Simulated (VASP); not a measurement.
# LiCl (I4/mmm) in VASP: further runs

Runs on LiCl. Level: LDA. Tasks: single point.

All numbers are computed with VASP 6.6.1; they aren't measurements. Logs are shortened: lines on timing, memory, paths and dates and some standing lists are left out, and cuts for length are marked.

### 1 The cell of the first run

It takes space group I4/mmm (No. 139, tetragonal). The conventional cell has a = 3.536 Å, b = 3.536 Å, c = 5.386 Å, α = 90.00°, β = 90.00°, γ = 90.00°. Within 3.3 Å of Li (site symmetry 4/mmm) lie 6 Cl at 2.50 to 2.69 Å. Cl (site symmetry 4/mmm) has 6 Li at 2.50 to 2.69 Å within 3.3 Å.

### 2 Single point, LDA (strain -0.025 along x and y, +0.050 along z)

INCAR reads:

```
ALGO = Normal ; EDIFF = 1E-6
ENCUT = 520 ; ISIF = 2
ISMEAR = 0 ; LASPH = T
LCHARG = F ; LREAL = F
LWAVE = F ; NBANDS = 12
NELM = 100 ; PREC = Accurate
SIGMA = 0.05
```

KPOINTS reads:

```
k-points
0
Gamma
  8 8 8
```

POSCAR reads:

```
LiCl
1.0
    0.0000000000      2.5006410000      2.6929980000
    2.5006410000      0.0000000000      2.6929980000
    2.5006410000      2.5006410000      0.0000000000
Li Cl
1 1
Direct
    0.0000000000      0.0000000000      0.0000000000
    0.5000000000      0.5000000000      0.5000000000
```

Potentials or basis: VASP PAW LDA potentials, release 64 (Li_sv, Cl).

Run with:

```console
$ cat potpaw_LDA.64/Li_sv/POTCAR potpaw_LDA.64/Cl/POTCAR > POTCAR
$ mpirun -np 1 vasp_std > vasp.out
```

OUTCAR:

```text
EDIFF = 1E-6
   ENCUT = 520
   ISIF = 2
   ISMEAR = 0
   LASPH = T
   LREAL = F
   NELM = 100
   PREC = Accurate

 ion  position               nearest neighbor table
   1  0.000  0.000  0.000-   2 2.50   2 2.50   2 2.50   2 2.50
   2  0.500  0.500  0.500-   1 2.50   1 2.50   1 2.50   1 2.50

  LATTYP: Found a body centered tetragonal cell.
 ALAT       =     3.5364404168
 C/A-ratio  =     1.5229992210

  Lattice vectors:

 A1 = (  -2.5006410000,   0.0000000000,   2.6929980000)
 A2 = (   2.5006410000,   0.0000000000,   2.6929980000)
 A3 = (   0.0000000000,   2.5006410000,  -2.6929980000)

Analysis of symmetry for initial positions (statically):
=====================================================================
 Subroutine PRICEL returns:
 Original cell was already a primitive cell.

 Routine SETGRP: Setting up the symmetry group for a
 body centered tetragonal supercell.

 Subroutine GETGRP returns: Found 16 space group operations
 (whereof 16 operations were pure point group operations)
 out of a pool of 16 trial point group operations.

The static configuration has the point symmetry D_4h.

Analysis of symmetry for dynamics (positions and initial velocities):
=====================================================================
 Subroutine PRICEL returns:
 Original cell was already a primitive cell.

 Routine SETGRP: Setting up the symmetry group for a
 body centered tetragonal supercell.

 Subroutine GETGRP returns: Found 16 space group operations
 (whereof 16 operations were pure point group operations)
 out of a pool of 16 trial point group operations.

The dynamic configuration has the point symmetry D_4h.

 Subroutine INISYM returns: Found 16 space group operations
 (whereof 16 operations are pure point group operations),
 and found     1 'primitive' translations

----------------------------------------------------------------------------------------

                                     Primitive cell

  volume of cell :      33.6797

  direct lattice vectors                    reciprocal lattice vectors
     0.000000000  2.500641000  2.692998000    -0.199948733  0.199948733  0.185666681
     2.500641000  0.000000000  2.692998000     0.199948733 -0.199948733  0.185666681
     2.500641000  2.500641000  0.000000000     0.199948733  0.199948733 -0.185666681

  length of vectors
     3.674975325  3.674975325  3.536440417     0.338276674  0.338276674  0.338276674

  position of ions in fractional coordinates (direct lattice)
     0.000000000  0.000000000  0.000000000
     0.500000000  0.500000000  0.500000000

  ion indices of the primitive-cell ions
   primitive index   ion index
                 1           1
                 2           2

----------------------------------------------------------------------------------------

 KPOINTS: k-points

Automatic generation of k-mesh.
 Grid dimensions read from file:
 generate k-points for:    8    8    8

 Generating k-lattice:

  Cartesian coordinates                     Fractional coordinates (reciprocal lattice)
    -0.024993592  0.024993592  0.023208335     0.125000000  0.000000000  0.000000000
     0.024993592 -0.024993592  0.023208335     0.000000000  0.125000000  0.000000000
     0.024993592  0.024993592 -0.023208335     0.000000000  0.000000000  0.125000000

  Length of vectors
     0.042284584  0.042284584  0.042284584

  Shift w.r.t. Gamma in fractional coordinates (k-lattice)
     0.000000000  0.000000000  0.000000000

 Subroutine IBZKPT returns following result:
 ===========================================

 Found     59 irreducible k-points:

 Following reciprocal coordinates:
            Coordinates               Weight
  0.000000  0.000000  0.000000      1.000000
  0.125000  0.000000  0.000000      8.000000
  0.250000  0.000000  0.000000      8.000000
  0.375000  0.000000  0.000000      8.000000
  0.500000  0.000000  0.000000      4.000000
  0.125000  0.125000  0.000000      2.000000
[... 16 lines left out ...]
  0.250000 -0.000000  0.125000     16.000000
  0.375000  0.000000  0.125000     16.000000
 [... further k-points ...]
   k-points           NKPTS =     59   k-points in BZ     NKDIM =     59   number of bands    NBANDS=     12
   number of dos      NEDOS =    301   number of ions     NIONS =      2
   total plane-waves  NPLWV =  21952
   dimension x,y,z NGX =    28 NGY =   28 NGZ =   28
   dimension x,y,z NGXF=    56 NGYF=   56 NGZF=   56
   ions per type =               1   1
   NGX,Y,Z   is equivalent  to a cutoff of  12.67, 12.67, 13.16 a.u.
   NGXF,Y,Z  is equivalent  to a cutoff of  25.33, 25.33, 26.33 a.u.
 SYSTEM =  unknown system
   PREC   = accura    normal or accurate (medium, high low for compatibility)
   ISTART =      0    job   : 0-new  1-cont  2-samecut
   ICHARG =      2    charge: 1-file 2-atom 10-const
   ISPIN  =      1    spin polarized calculation?
   LNONCOLLINEAR =      F non collinear calculations
   LSORBIT =      F    spin-orbit coupling
   LASPH  =      T    aspherical Exc in radial PAW
   ENCUT  =  520.0 eV  38.22 Ry    6.18 a.u.   6.83  6.83  6.58*2*pi/ulx,y,z
   NELM   =    100;   NELMIN=  2; NELMDL= -5     # of ELM steps
   EDIFF  = 0.1E-05   stopping-criterion for ELM
   LREAL  =      F    real-space projection
   EDIFFG = 0.1E-04   stopping-criterion for IOM
   NSW    =      0    number of steps for IOM
   IBRION =     -1    ionic relax: 0-MD 1-quasi-New 2-CG
   NFREE  =      0    steps in history (QN), initial steepest desc. (CG)
   ISIF   =      2    stress and relaxation
   ISYM   =      2    0-nonsym 1-usesym 2-fastsym
   POTIM  = 0.5000    time-step for ionic-motion
   TEBEG  =    0.0;   TEEND  =   0.0 temperature during run
   PSTRESS=    0.0 pullay stress
   NELECT =      10.0000    total number of electrons
   NUPDOWN=      -1.0000    fix difference up-down
   EMIN   =  10.00;   EMAX   =-10.00  energy-range for DOS
   EFERMI =   0.00;   METHOD = LEGACY
   ISMEAR =     0;   SIGMA  =   0.05  broadening in eV -4-tet -1-fermi 0-gaus
   EFERMI_NEDOS =   21; number of points for ismear=-14 and -15
   IALGO  =     38    algorithm
   IMIX   =      4    mixing-type and parameters
     AMIX     =   0.40;   BMIX     =  1.00
     AMIX_MAG =   1.60;   BMIX_MAG =  1.00
  volume/ion in A,a.u.               =      16.84       113.64
  Fermi-wavevector in a.u.,A,eV,Ry     =   1.092157  2.063878 16.229137  1.192808
  Thomas-Fermi vector in A             =   2.228417
   LORBIT       =      0    0 simple, 1 ext, 2 COOP (PROOUT), +10 PAW based schemes
   GGA     = CA    functional components
   LHFCALC =     F    Hartree Fock is set to
   AEXX    =    0.0000 exact exchange contribution
   IVDW    =     0    specifies the selected vdW correction
   LEPSILON=     F    determine dielectric tensor
   LRPA    =     F    only Hartree local field effects (RPA)
 non-spin polarized calculation
 Gauss-broadening in eV      SIGMA  =   0.05
  energy-cutoff  :      520.00
  volume of cell :       33.68
 maximum number of plane-waves:       922
   NGX = 13   NGY = 13   NGZ = 13

 number of electron      10.0000004 magnetization

 Free energy of the ion-electron system (eV)
  ---------------------------------------------------
  ext. energy  EPLUGINS =         0.00000000
  ---------------------------------------------------
  free energy    TOTEN  =        -8.05320388 eV

  energy without entropy =       -8.05320388  energy(sigma->0) =       -8.05320388

 E-fermi :   0.8593     XC(G=0):  -9.1664

 val. band max:        0.5582618359   @ k =   0.0000   0.0000   0.0000
 cond. band min:       6.4711462457   @ k =   0.0000   0.0000   0.0000
 fundamental gap:      5.9128844097
 Fermi energy:         0.8592661793

 k-point     1 :       0.0000    0.0000    0.0000
  band No.  band energies     occupation
      1     -41.9889      2.00000
      2     -12.8758      2.00000
      3       0.3946      2.00000
      4       0.3946      2.00000
      5       0.5583      2.00000
      6       6.4711      0.00000
      7      11.8031      0.00000
      8      12.4536      0.00000
      9      12.4536      0.00000
     10      13.7125      0.00000
     11      14.3916      0.00000
     12      15.1122      0.00000

 k-point     2 :       0.1250    0.0000    0.0000
  band No.  band energies     occupation
      1     -41.9884      2.00000
      2     -12.7982      2.00000
      3      -0.1111      2.00000
      4       0.3781      2.00000
      5       0.4511      2.00000
      6       6.9390      0.00000
      7      11.3342      0.00000
      8      11.7045      0.00000
      9      12.4514      0.00000
     10      13.1768      0.00000
     11      13.5886      0.00000
     12      15.0632      0.00000

 k-point     3 :       0.2500    0.0000    0.0000
  band No.  band energies     occupation
      1     -41.9872      2.00000
      2     -12.5999      2.00000
      3      -1.1867      2.00000
      4       0.2927      2.00000
      5       0.3423      2.00000
      6       7.3515      0.00000
      7      10.4961      0.00000
      8      11.2238      0.00000
      9      11.2736      0.00000
     10      14.2433      0.00000
     11      14.2852      0.00000
     12      15.7032      0.00000
[... 286 lines left out ...]
 k-point    23 :       0.2500   -0.0000    0.1250
  band No.  band energies     occupation
      1     -41.9871      2.00000
      2     -12.6014      2.00000
      3      -0.9200      2.00000
      4       0.0483      2.00000
      5       0.2282      2.00000
      6       7.8932      0.00000
      7      10.4254      0.00000
      8      10.6772      0.00000
      9      11.6333      0.00000
     10      12.8603      0.00000
     11      15.2021      0.00000
     12      16.4966      0.00000

 k-point    24 :       0.3750    0.0000    0.1250
  band No.  band energies     occupation
      1     -41.9860      2.00000
      2     -12.3843      2.00000
      3      -1.8411      2.00000
      4      -0.0253      2.00000
      5       0.0263      2.00000
      6       7.7776      0.00000
      7       9.8714      0.00000
      8      10.6540      0.00000
      9      11.2948      0.00000
     10      14.2997      0.00000
     11      16.8070      0.00000
     12      17.4588      0.00000

 [... further k-points ...]
[... 5 lines left out ...]
  --------------------------------------------------------------------------------------
  -------------------------------------------------------------------------------------
  Total       -0.4823554     -0.4823554     -0.8772136      0.0000000     -0.0000000     -0.0000000
  in kB      -22.9461058    -22.9461058    -41.7298867      0.0000000     -0.0000000     -0.0000000
  external PRESSURE =     -29.2073661 kB  Pullay stress =       0.0000000 kB

 VOLUME and BASIS-vectors are now :
 -----------------------------------------------------------------------------
  energy-cutoff  :      520.00
  volume of cell :       33.68
      direct lattice vectors                 reciprocal lattice vectors
     0.000000000  2.500641000  2.692998000    -0.199948733  0.199948733  0.185666681
     2.500641000  0.000000000  2.692998000     0.199948733 -0.199948733  0.185666681
     2.500641000  2.500641000  0.000000000     0.199948733  0.199948733 -0.185666681

 POSITION                                       TOTAL-FORCE (eV/Angst)
 -----------------------------------------------------------------------------------
      0.00000      0.00000      0.00000        -0.000000      0.000000     -0.000000
      2.50064      2.50064      2.69300         0.000000     -0.000000      0.000000
 -----------------------------------------------------------------------------------
    total drift:                                0.000000      0.000000      0.000000

  FREE ENERGIE OF THE ION-ELECTRON SYSTEM (eV)
  ---------------------------------------------------
  free  energy   TOTEN  =        -8.0532038777 eV

  energy  without entropy=       -8.0532038777  energy(sigma->0) =       -8.05320388
```

Wall time 28 s (1 thread of AMD EPYC 7R43 (Zen 3), shared host); peak memory 0.11 GiB.

What came out:

* Free energy: -8.0532 eV
* Band gap on the k mesh: 5.91 eV, direct

Levels at points of the mesh, in eV from the valence-band top:
```
           k point  band 1  band 2  band 3  band 4  band 5  band 6  band 7  band 8  band 9  band 10
(0.00, 0.00, 0.00)  -42.55  -13.43   -0.16   -0.16    0.00    5.91   11.24   11.90   11.90    13.15
(0.50, 0.00, 0.00)  -42.54  -12.85   -3.00   -0.46   -0.26    6.30    8.88    9.41   12.56    16.49
(0.50, 0.50, 0.00)  -42.54  -12.68   -3.10   -1.09   -1.09    7.71    8.15   11.37   14.04    14.04
(0.50, 0.00, 0.50)  -42.54  -12.54   -3.11   -1.57   -1.07    7.53    7.82   12.37   12.79    14.25
```

Caveat: the cell differs from its parent crystal (strain -0.025 along x and y, +0.050 along z); the cutoff is under 1.25 times the usual one of these potentials, so pressure, stress and relaxed cells hold a basis-set (Pulay) error. A k mesh can miss the band edges.

### 3 Single point, LDA (strain +0.025 along x and y, -0.050 along z)

INCAR reads:

```
ALGO = Normal
EDIFF = 1E-6
ENCUT = 520
ISIF = 2
ISMEAR = 0
LASPH = T
LCHARG = T
LELF = T
LREAL = F
LVHAR = T
LWAVE = F
NBANDS = 12
NELM = 80
PREC = Accurate
SIGMA = 0.05
```

KPOINTS is that of step 2.

POSCAR reads:

```
LiCl
1.0
    0.0000000000      2.6288790000      2.4365220000
    2.6288790000      0.0000000000      2.4365220000
    2.6288790000      2.6288790000      0.0000000000
Li Cl
1 1
Direct
    0.0000000000      0.0000000000      0.0000000000
    0.5000000000      0.5000000000      0.5000000000
```

Potentials or basis: VASP PAW LDA potentials, release 64 (Li_sv, Cl).

Run with:

```console
$ cat potpaw_LDA.64/Li_sv/POTCAR potpaw_LDA.64/Cl/POTCAR > POTCAR
$ mpirun -np 1 vasp_std > vasp.out
```

Wall time 32 s (1 thread of AMD EPYC 7R43 (Zen 3), shared host); peak memory 0.1 GiB.

It converged, with:

- Free energy: -8.0506 eV
- Band gap on the k mesh: 5.94 eV, direct

Levels at points of the mesh, in eV from the valence-band top:
```
           k point  band 2  band 3  band 4  band 5  band 6  band 7  band 8  band 9
(0.00, 0.00, 0.00)  -13.41   -0.26    0.00    0.00    5.94   11.49   11.49   12.14
(0.50, 0.00, 0.00)  -12.82   -2.98   -0.43   -0.25    6.32    8.83    9.52   12.59
(0.50, 0.50, 0.00)  -12.48   -3.07   -1.38   -1.38    7.53    7.69   12.78   13.34
(0.50, 0.00, 0.50)  -12.61   -3.09   -1.40   -0.88    7.66    8.09   11.70   13.11
```

Caveat: the cell differs from its parent crystal (strain +0.025 along x and y, -0.050 along z); the cutoff is under 1.25 times the usual one of these potentials, so pressure, stress and relaxed cells hold a basis-set (Pulay) error.

### 4 Single point, LDA (strain +0.050 along x and y, -0.050 along z)

INCAR reads:

```
PREC = Accurate ; ENCUT = 520
EDIFF = 1E-6 ; ISMEAR = 0
SIGMA = 0.05 ; LREAL = F
LASPH = T ; NELM = 80
ALGO = Normal ; ISIF = 2
LWAVE = F ; LCHARG = F
NBANDS = 12
```

KPOINTS reads:

```
regular mesh
0
Gamma
  8 8 8
```

POSCAR reads:

```
LiCl
1.0
    0.0000000000      2.6929980000      2.4365220000
    2.6929980000      0.0000000000      2.4365220000
    2.6929980000      2.6929980000      0.0000000000
Li Cl
1 1
Direct
    0.0000000000      0.0000000000      0.0000000000
    0.5000000000      0.5000000000      0.5000000000
```

Run with:

```console
$ cat potpaw_LDA.64/Li_sv/POTCAR potpaw_LDA.64/Cl/POTCAR > POTCAR
$ mpirun -np 1 vasp_std > vasp.out
```

Wall time 36 s (1 thread of AMD EPYC 7R43 (Zen 3), shared host); peak memory 0.1 GiB.

The run converged. Its results:

```
Free energy            : -8.0078 eV
Band gap on the k mesh : 5.65 eV, direct
```

Levels at points of the mesh, in eV from the valence-band top:
| k point | band 3 | band 4 | band 5 | band 6 | band 7 | band 8 |
| --- | --- | --- | --- | --- | --- | --- |
| (0.00, 0.00, 0.00) | -0.34 | 0.00 | 0.00 | 5.65 | 11.39 | 11.39 |
| (0.50, 0.00, 0.00) | -2.81 | -0.44 | -0.24 | 6.24 | 8.71 | 9.60 |
| (0.50, 0.50, 0.00) | -2.88 | -1.34 | -1.34 | 7.43 | 7.67 | 12.59 |
| (0.50, 0.00, 0.50) | -2.89 | -1.38 | -0.74 | 7.56 | 8.19 | 11.21 |

Caveat: the cell differs from its parent crystal (strain +0.050 along x and y, -0.050 along z); the cutoff is under 1.25 times the usual one of these potentials, so pressure, stress and relaxed cells hold a basis-set (Pulay) error. A k mesh can miss the band edges.

### 5 Single point, LDA (strain +0.025 along x and y, -0.025 along z)

INCAR reads:

```
PREC = Accurate
ENCUT = 520
EDIFF = 1E-7
ISMEAR = 0
SIGMA = 0.05
LREAL = False
LASPH = True
NELM = 100
ALGO = Normal
ISIF = 2
LWAVE = False
LCHARG = True
LELF = True
LVHAR = True
NBANDS = 12
```

KPOINTS reads:

```
Automatic mesh
0
Gamma
  8 8 8
```

POSCAR reads:

```
LiCl
1.0
    0.0000000000      2.6288790000      2.5006410000
    2.6288790000      0.0000000000      2.5006410000
    2.6288790000      2.6288790000      0.0000000000
Li Cl
1 1
Direct
    0.0000000000      0.0000000000      0.0000000000
    0.5000000000      0.5000000000      0.5000000000
```

Run with:

```console
$ cat potpaw_LDA.64/Li_sv/POTCAR potpaw_LDA.64/Cl/POTCAR > POTCAR
$ mpirun -np 1 vasp_std > vasp.out
```

It took 36 s on 1 thread of AMD EPYC 7R43 (Zen 3), shared host; peak memory 0.11 GiB.

The run converged. Its results:

| Property | Result |
| --- | --- |
| Free energy | -8.0396 eV |
| Band gap on the k mesh | 5.82 eV, direct |

Levels at points of the mesh, in eV from the valence-band top:
| k point | band 3 | band 4 | band 5 | band 6 | band 7 | band 8 |
| --- | --- | --- | --- | --- | --- | --- |
| (0.00, 0.00, 0.00) | -0.16 | 0.00 | 0.00 | 5.82 | 11.54 | 11.54 |
| (0.50, 0.00, 0.00) | -2.85 | -0.36 | -0.24 | 6.33 | 8.95 | 9.38 |
| (0.50, 0.50, 0.00) | -2.93 | -1.24 | -1.24 | 7.50 | 7.83 | 12.32 |
| (0.50, 0.00, 0.50) | -2.94 | -1.26 | -0.93 | 7.58 | 8.08 | 11.63 |

Caveat: the cell differs from its parent crystal (strain +0.025 along x and y, -0.025 along z); the cutoff is under 1.25 times the usual one of these potentials, so pressure, stress and relaxed cells hold a basis-set (Pulay) error.

### 6 Single point, LDA (strain +0.050 along x and y, -0.025 along z)

INCAR reads:

```
PREC = Accurate
ENCUT = 520
EDIFF = 1E-6
ISMEAR = 0
SIGMA = 0.05
LREAL = F
LASPH = T
NELM = 80
ALGO = Normal
ISIF = 2
LWAVE = F
LCHARG = F
GGA = CA
NBANDS = 12
```

KPOINTS is that of step 5.

POSCAR reads:

```
LiCl
1.0
    0.0000000000      2.6929980000      2.5006410000
    2.6929980000      0.0000000000      2.5006410000
    2.6929980000      2.6929980000      0.0000000000
Li Cl
1 1
Direct
    0.0000000000      0.0000000000      0.0000000000
    0.5000000000      0.5000000000      0.5000000000
```

Potentials or basis: VASP PAW LDA potentials, release 64 (Li_sv, Cl).

Run with:

```console
$ cat potpaw_LDA.64/Li_sv/POTCAR potpaw_LDA.64/Cl/POTCAR > POTCAR
$ mpirun -np 1 vasp_std > vasp.out
```

It took 35 s on 1 thread of AMD EPYC 7R43 (Zen 3), shared host; peak memory 0.11 GiB.

It converged, with:

```yaml
Free_energy: -7.9912 eV
Band_gap_on_the_k_mesh: 5.55 eV, direct
```

Levels at points of the mesh, in eV from the valence-band top:
| k point | band 1 | band 2 | band 3 | band 4 | band 5 | band 6 | band 7 | band 8 | band 9 | band 10 |
| --- | --- | --- | --- | --- | --- | --- | --- | --- | --- | --- |
| (0.00, 0.00, 0.00) | -42.65 | -13.16 | -0.24 | 0.00 | 0.00 | 5.55 | 11.43 | 11.43 | 12.03 | 13.20 |
| (0.50, 0.00, 0.00) | -42.64 | -12.66 | -2.68 | -0.38 | -0.23 | 6.25 | 8.82 | 9.44 | 11.87 | 16.00 |
| (0.50, 0.50, 0.00) | -42.64 | -12.38 | -2.75 | -1.22 | -1.22 | 7.38 | 7.80 | 12.13 | 12.82 | 12.82 |
| (0.50, 0.00, 0.50) | -42.64 | -12.49 | -2.75 | -1.25 | -0.78 | 7.47 | 8.17 | 11.13 | 12.66 | 14.06 |

Caveat: the cell differs from its parent crystal (strain +0.050 along x and y, -0.025 along z); the cutoff is under 1.25 times the usual one of these potentials, so pressure, stress and relaxed cells hold a basis-set (Pulay) error.

### 7 Summary

| cell | gap on the mesh (eV) |
| --- | --- |
| a = 3.675, b = 3.675, c = 3.536 Å, angles 61.2, 61.2, 57.5°, 2 atoms | 5.91 |
| a = 3.584, b = 3.584, c = 3.718 Å, angles 58.8, 58.8, 62.5°, 2 atoms | 5.94 |
| a = 3.632, b = 3.632, c = 3.808 Å, angles 58.4, 58.4, 63.2°, 2 atoms | 5.65 |
| a = 3.628, b = 3.628, c = 3.718 Å, angles 59.2, 59.2, 61.6°, 2 atoms | 5.82 |
| a = 3.675, b = 3.675, c = 3.808 Å, angles 58.8, 58.8, 62.4°, 2 atoms | 5.55 |

Alike in all rows: task single point; level LDA; potentials or basis VASP PAW LDA potentials, release 64 (Li_sv, Cl); no spin polarisation; k mesh 8 × 8 × 8; cutoff (eV) 520; smearing gaussian 0.05 eV.

Caveats: the cutoff is under 1.25 times the usual one of these potentials, so pressure, stress and relaxed cells hold a basis-set (Pulay) error.

Total energies depend on the potentials used, so only differences within one code and one set of settings carry meaning.
